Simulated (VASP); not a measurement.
# Be2S3 (Pc) in VASP: relaxation of cell and atoms with PBE

Aim: the relaxation of cell and atoms of Be2S3 with PBE.

All numbers are computed with VASP 6.6.1; they aren't measurements. Logs are shortened: lines on timing, memory, paths and dates and some standing lists are left out, and cuts for length are marked.

### Step 1. The cell of the first run

Symmetry: Pc, No. 7, monoclinic system. Conventional cell: a = 6.581 Å, b = 3.513 Å, c = 6.974 Å, α = 90.00°, β = 91.33°, γ = 90.00°. Be (site symmetry 1) has 4 S at 2.09 to 2.17 Å within 2.8 Å. Be (site symmetry 1) has 4 S at 2.09 to 2.16 Å within 2.8 Å. S (site symmetry 1) has 2 Be at 2.09 to 2.13 Å and 1 S at 2.10 Å within 2.8 Å. Within 2.8 Å of S (site symmetry 1) lie 2 Be at 2.09 to 2.10 Å and 1 S at 2.10 Å. Within 2.8 Å of S (site symmetry 1) lie 4 Be at 2.13 to 2.17 Å.

### Step 2. Relaxation of cell and atoms, PBE

INCAR reads:

```
ALGO = Normal ; EDIFF = 1E-7
EDIFFG = -0.01 ; ENCUT = 600
GGA = PE ; IBRION = 2
ISIF = 3 ; ISMEAR = 0
LASPH = T ; LCHARG = F
LREAL = F ; LWAVE = F
NELM = 60 ; NSW = 100
PREC = Accurate ; SIGMA = 0.02
```

KPOINTS reads:

```
k-points
0
Gamma
  4 8 4
```

POSCAR reads:

```
Be2S3
1.0
    6.5809017388      0.0000000000      0.0000000000
    0.0000000000      3.5129159981      0.0000000000
   -0.1622018142      0.0000000000      6.9724981206
Be S
4 6
Direct
    0.8118261984      0.4602178339      0.9781850253
    0.8118261984      0.5397821661      0.4781850253
    0.1887651892      0.0348459069      0.7478331131
    0.1887651892      0.9651540931      0.2478331131
    0.6459128533      0.3759944127      0.7228854358
    0.6459128533      0.6240055873      0.2228854358
    0.3529916209      0.5320991313      0.8059349885
    0.3529916209      0.4679008687      0.3059349885
    0.0006043828      0.9659666953      0.9955856686
    0.0006043828      0.0340333047      0.4955856686
```

Potentials or basis: VASP PAW PBE potentials, release 64 (Be, S).

Started as:

```bash
> cat potpaw_PBE.64/Be/POTCAR potpaw_PBE.64/S/POTCAR > POTCAR
> mpirun -np 1 vasp_std > vasp.out
```

OUTCAR:

```text
EDIFF = 1E-7
   EDIFFG = -0.01
   ENCUT = 600
   GGA = PE
   IBRION = 2
   ISIF = 3
   ISMEAR = 0
   LASPH = T
   LREAL = F
   NELM = 60
   NSW = 100
   PREC = Accurate

 ion  position               nearest neighbor table
   1  0.812  0.460  0.978-   5 2.09   6 2.13   9 2.14   9 2.17
   2  0.812  0.540  0.478-   6 2.09   5 2.13  10 2.14  10 2.17
   3  0.189  0.035  0.748-   7 2.09   7 2.10  10 2.13   9 2.16
   4  0.189  0.965  0.248-   8 2.09   8 2.10   9 2.13  10 2.16
   5  0.646  0.376  0.723-   1 2.09   7 2.10   2 2.13
   6  0.646  0.624  0.223-   2 2.09   8 2.10   1 2.13
   7  0.353  0.532  0.806-   3 2.09   5 2.10   3 2.10
   8  0.353  0.468  0.306-   4 2.09   6 2.10   4 2.10
   9  0.001  0.966  0.996-   4 2.13   1 2.14   3 2.16   1 2.17
  10  0.001  0.034  0.496-   3 2.13   2 2.14   4 2.16   2 2.17

  LATTYP: Found a simple monoclinic cell.
 ALAT       =     6.5809017388
 B/A-ratio  =     0.5338046574
 C/A-ratio  =     1.0597916212
 COS(beta)  =    -0.0232567926

  Lattice vectors:

 A1 = (   6.5809017388,   0.0000000000,   0.0000000000)
 A2 = (   0.0000000000,   3.5129159981,   0.0000000000)
 A3 = (  -0.1622018142,   0.0000000000,   6.9724981206)

Analysis of symmetry for initial positions (statically):
=====================================================================
 Subroutine PRICEL returns:
 Original cell was already a primitive cell.

 Routine SETGRP: Setting up the symmetry group for a
 simple monoclinic supercell.

 Subroutine GETGRP returns: Found  2 space group operations
 (whereof  1 operations were pure point group operations)
 out of a pool of  4 trial point group operations.

The static configuration has the point symmetry C_1 .
 The point group associated with its full space group is C_1h.

Analysis of symmetry for dynamics (positions and initial velocities):
=====================================================================
 Subroutine PRICEL returns:
 Original cell was already a primitive cell.

 Routine SETGRP: Setting up the symmetry group for a
 simple monoclinic supercell.

 Subroutine GETGRP returns: Found  2 space group operations
 (whereof  1 operations were pure point group operations)
 out of a pool of  4 trial point group operations.

The dynamic configuration has the point symmetry C_1 .
 The point group associated with its full space group is C_1h.

 Subroutine INISYM returns: Found  2 space group operations
 (whereof  1 operations are pure point group operations),
 and found     1 'primitive' translations

----------------------------------------------------------------------------------------

                                     Primitive cell

  volume of cell :     161.1913

  direct lattice vectors                    reciprocal lattice vectors
     6.580901739  0.000000000  0.000000000     0.151954860  0.000000000  0.003534939
     0.000000000  3.512915998  0.000000000     0.000000000  0.284663795  0.000000000
    -0.162201814  0.000000000  6.972498121     0.000000000  0.000000000  0.143420620

  length of vectors
     6.580901739  3.512915998  6.974384523     0.151995971  0.284663795  0.143420620

  position of ions in fractional coordinates (direct lattice)
     0.811826198  0.460217834  0.978185025
     0.811826198  0.539782166  0.478185025
     0.188765189  0.034845907  0.747833113
     0.188765189  0.965154093  0.247833113
     0.645912853  0.375994413  0.722885436
     0.645912853  0.624005587  0.222885436
     0.352991621  0.532099131  0.805934988
     0.352991621  0.467900869  0.305934988
     0.000604383  0.965966695  0.995585669
     0.000604383  0.034033305  0.495585669

  ion indices of the primitive-cell ions
   primitive index   ion index
                 1           1
                 2           2
                 3           3
                 4           4
                 5           5
                 6           6
                 7           7
                 8           8
                 9           9
                10          10

----------------------------------------------------------------------------------------

 KPOINTS: k-points

Automatic generation of k-mesh.
 Grid dimensions read from file:
 generate k-points for:    4    8    4

 Generating k-lattice:

  Cartesian coordinates                     Fractional coordinates (reciprocal lattice)
     0.037988715  0.000000000  0.000883735     0.250000000  0.000000000 -0.000000000
     0.000000000  0.035582974  0.000000000     0.000000000  0.125000000  0.000000000
     0.000000000  0.000000000  0.035855155     0.000000000  0.000000000  0.250000000

  Length of vectors
     0.037998993  0.035582974  0.035855155

  Shift w.r.t. Gamma in fractional coordinates (k-lattice)
     0.000000000  0.000000000  0.000000000

 Subroutine IBZKPT returns following result:
 ===========================================

 Found     50 irreducible k-points:

 Following reciprocal coordinates:
            Coordinates               Weight
  0.000000  0.000000  0.000000      1.000000
  0.250000  0.000000 -0.000000      2.000000
  0.500000  0.000000 -0.000000      1.000000
  0.000000  0.125000  0.000000      2.000000
  0.250000  0.125000 -0.000000      4.000000
  0.500000  0.125000 -0.000000      2.000000
[... 16 lines left out ...]
 -0.250000  0.125000  0.250000      4.000000
  0.000000  0.250000  0.250000      4.000000
 [... further k-points ...]
   k-points           NKPTS =     50   k-points in BZ     NKDIM =     50   number of bands    NBANDS=     28
   number of dos      NEDOS =    301   number of ions     NIONS =     10
   total plane-waves  NPLWV =  84672
   dimension x,y,z NGX =    54 NGY =   28 NGZ =   56
   dimension x,y,z NGXF=   108 NGYF=   56 NGZF=  112
   ions per type =               4   6
   NGX,Y,Z   is equivalent  to a cutoff of  13.64, 13.25, 13.35 a.u.
   NGXF,Y,Z  is equivalent  to a cutoff of  27.28, 26.50, 26.70 a.u.
 SYSTEM =  unknown system
   PREC   = accura    normal or accurate (medium, high low for compatibility)
   ISTART =      0    job   : 0-new  1-cont  2-samecut
   ICHARG =      2    charge: 1-file 2-atom 10-const
   ISPIN  =      1    spin polarized calculation?
   LNONCOLLINEAR =      F non collinear calculations
   LSORBIT =      F    spin-orbit coupling
   LASPH  =      T    aspherical Exc in radial PAW
   ENCUT  =  600.0 eV  44.10 Ry    6.64 a.u.  13.14  7.02 13.93*2*pi/ulx,y,z
   NELM   =     60;   NELMIN=  2; NELMDL= -5     # of ELM steps
   EDIFF  = 0.1E-06   stopping-criterion for ELM
   LREAL  =      F    real-space projection
   EDIFFG = -.1E-01   stopping-criterion for IOM
   NSW    =    100    number of steps for IOM
   IBRION =      2    ionic relax: 0-MD 1-quasi-New 2-CG
   NFREE  =      1    steps in history (QN), initial steepest desc. (CG)
   ISIF   =      3    stress and relaxation
   ISYM   =      2    0-nonsym 1-usesym 2-fastsym
   POTIM  = 0.5000    time-step for ionic-motion
   TEBEG  =    0.0;   TEEND  =   0.0 temperature during run
   PSTRESS=    0.0 pullay stress
   NELECT =      44.0000    total number of electrons
   NUPDOWN=      -1.0000    fix difference up-down
   EMIN   =  10.00;   EMAX   =-10.00  energy-range for DOS
   EFERMI =   0.00;   METHOD = LEGACY
   ISMEAR =     0;   SIGMA  =   0.02  broadening in eV -4-tet -1-fermi 0-gaus
   EFERMI_NEDOS =   21; number of points for ismear=-14 and -15
   IALGO  =     38    algorithm
   IMIX   =      4    mixing-type and parameters
     AMIX     =   0.40;   BMIX     =  1.00
     AMIX_MAG =   1.60;   BMIX_MAG =  1.00
  volume/ion in A,a.u.               =      16.12       108.78
  Fermi-wavevector in a.u.,A,eV,Ry     =   1.061969  2.006831 15.344355  1.127778
  Thomas-Fermi vector in A             =   2.197404
   LORBIT       =      0    0 simple, 1 ext, 2 COOP (PROOUT), +10 PAW based schemes
   GGA     = PE    functional components
   LHFCALC =     F    Hartree Fock is set to
   AEXX    =    0.0000 exact exchange contribution
   IVDW    =     0    specifies the selected vdW correction
   LEPSILON=     F    determine dielectric tensor
   LRPA    =     F    only Hartree local field effects (RPA)
 conjugate gradient relaxation of ions
 non-spin polarized calculation
 Gauss-broadening in eV      SIGMA  =   0.02
  energy-cutoff  :      600.00
  volume of cell :      161.19
 maximum number of plane-waves:      5412
 NGX is ok and might be reduce to    54
   NGX = 27   NGY = 15   NGZ = 27

--------------------------------------- Ionic step        1  -------------------------------------------

 number of electron      44.0000000 magnetization

 Free energy of the ion-electron system (eV)
  ---------------------------------------------------
  ext. energy  EPLUGINS =         0.00000000
  ---------------------------------------------------
  free energy    TOTEN  =       -46.24161308 eV

  energy without entropy =      -46.24161308  energy(sigma->0) =      -46.24161308

------------------------ aborting loop because EDIFF is reached ----------------------------------------

  FORCE on cell =-STRESS in cart. coord.  units (eV):
  Direction    XX          YY          ZZ          XY          YZ          ZX
  --------------------------------------------------------------------------------------
  -------------------------------------------------------------------------------------
  Total       -0.3401546     -0.0245909     -0.0321438      0.0000000      0.0000000      0.0969241
  in kB       -3.3810017     -0.2444236     -0.3194970      0.0000000      0.0000000      0.9633867
  external PRESSURE =      -1.3149741 kB  Pullay stress =       0.0000000 kB
[... 117 lines left out ...]
  energy  without entropy=      -46.2425150235  energy(sigma->0) =      -46.24251502

--------------------------------------- Ionic step        4  -------------------------------------------

 number of electron      44.0000000 magnetization

 Free energy of the ion-electron system (eV)
  ---------------------------------------------------
  ext. energy  EPLUGINS =         0.00000000
  ---------------------------------------------------
  free energy    TOTEN  =       -46.24261216 eV

  energy without entropy =      -46.24261216  energy(sigma->0) =      -46.24261216

 E-fermi :   4.2422     XC(G=0):  -9.4807

 val. band max:        4.1543142786   @ k =   0.5000   0.0000  -0.0000
 cond. band min:       5.4971888712   @ k =   0.5000   0.5000  -0.0000
 fundamental gap:      1.3428745925
 Fermi energy:         4.2422399448

 k-point     1 :       0.0000    0.0000    0.0000
  band No.  band energies     occupation
      1     -10.8963      2.00000
      2     -10.2648      2.00000
      3      -8.8177      2.00000
      4      -8.4942      2.00000
      5      -7.3030      2.00000
      6      -6.7753      2.00000
[... 733 lines left out ...]
     27       9.2813      0.00000
     28      10.0149      0.00000

 [... further k-points ...]

------------------------ aborting loop because EDIFF is reached ----------------------------------------

  FORCE on cell =-STRESS in cart. coord.  units (eV):
  Direction    XX          YY          ZZ          XY          YZ          ZX
  --------------------------------------------------------------------------------------
  -------------------------------------------------------------------------------------
  Total        0.0327463     -0.0132342     -0.0246638      0.0000000      0.0000000     -0.0300322
  in kB        0.3258084     -0.1316739     -0.2453922      0.0000000      0.0000000     -0.2988048
  external PRESSURE =      -0.0170859 kB  Pullay stress =       0.0000000 kB
[... 25 lines left out ...]
  FREE ENERGIE OF THE ION-ELECTRON SYSTEM (eV)
  ---------------------------------------------------
  free  energy   TOTEN  =       -46.2426121563 eV

  energy  without entropy=      -46.2426121563  energy(sigma->0) =      -46.24261216

 reached required accuracy - stopping structural energy minimisation
```

Wall time 5 min (1 thread of Intel Xeon 6975P-C (Granite Rapids), shared host); peak memory 0.41 GiB.

Results:

```
Free energy                           : -46.2426 eV
Relaxed volume                        : 16.10 Å³/atom
Relaxed cell                          : a = 6.576 Å, b = 3.513 Å, c = 6.973 Å, α = 90.00°, β = 91.32°, γ = 90.00°
Space group after relaxing (to 0.1 Å) : Pc (No. 7)
Energy gained by relaxing             : 0.1 meV/atom
Ionic steps                           : 4
Pressure after relaxing               : 0.0 GPa
Largest force after relaxing          : 0.009 eV/Å
Band gap on the k mesh                : 1.34 eV (least direct gap 1.68 eV)
```

Forces in eV/Å, atoms in the order of the input:
```
Be  -0.006  0.003  0.000
Be  -0.006 -0.003  0.000
Be   0.006  0.004  0.005
Be   0.006 -0.004  0.005
S   -0.003 -0.006 -0.005
S   -0.003  0.006 -0.005
S    0.004  0.007  0.003
S    0.004 -0.007  0.003
S   -0.001  0.007 -0.003
S   -0.001 -0.007 -0.003
```

The path:
| step | energy change (eV) | largest force (eV/Å) | pressure (GPa) | volume (Å³) |
| --- | --- | --- | --- | --- |
| 1 | 0.0000 | 0.1094 | -0.13 | 161.19 |
| 2 | -0.0005 | 0.0645 | 0.12 | 160.88 |
| 3 | -0.0009 | 0.0167 | 0.02 | 161.00 |
| 4 | -0.0010 | 0.0089 | 0.00 | 161.03 |

Final structure:
```cif
data_structure
_symmetry_space_group_name_H-M 'P 1'
_symmetry_Int_Tables_number 1
_cell_length_a 6.5760
_cell_length_b 3.5126
_cell_length_c 6.9732
_cell_angle_alpha 90.000
_cell_angle_beta 91.325
_cell_angle_gamma 90.000
_cell_volume 161.03
loop_
_atom_site_label
_atom_site_type_symbol
_atom_site_fract_x
_atom_site_fract_y
_atom_site_fract_z
_atom_site_occupancy
Be1 Be 0.81178 0.46021 0.97820 1
Be2 Be 0.81178 0.53979 0.47820 1
Be3 Be 0.18885 0.03477 0.74791 1
Be4 Be 0.18885 0.96523 0.24791 1
S1 S 0.64537 0.37599 0.72294 1
S2 S 0.64537 0.62401 0.22294 1
S3 S 0.35357 0.53221 0.80588 1
S4 S 0.35357 0.46779 0.30588 1
S5 S 0.00053 0.96624 0.99550 1
S6 S 0.00053 0.03376 0.49550 1
```
